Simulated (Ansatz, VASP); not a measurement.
**One calculation of AlN, two programs**

```
Al N
1.0
     0.00000    2.00546    2.00546
     2.00546    0.00000    2.00546
     2.00546    2.00546    0.00000
Al N
1 1
Direct
  0.50000 0.50000 0.50000
  0.00000 0.00000 0.00000
```

Alike in both runs: functional LDA; k mesh 10 × 10 × 10; occupations gaussian, width 0.02 eV; no spin polarisation.

Ansatz relaxed the structure, and its values are those at the end. VASP's run is a single point on that final structure, the one shown.

|  | VASP | Ansatz |
| --- | --- | --- |
| version | VASP 6.6.1 | Ansatz 0.2.0 |
| potentials or method | VASP PAW LDA potentials, release 64 (Al, N), cutoff 600 eV | scalar-relativistic, plane waves, PAW |
| valence electrons in the cell | 8 | 8 |

|  | VASP | Ansatz | Ansatz less VASP |
| --- | --- | --- | --- |
| gap on the k mesh at the Fermi level (eV) | 4.69 | 4.71 | +0.014 |
| least direct gap on the mesh (eV) | 6.12 | 6.10 | -0.020 |
| pressure (GPa) | 0.5 | 0.0 | -0.52 |

LDA's correlation is that of Perdew and Zunger in VASP and of Perdew and Wang (1992) in Ansatz.
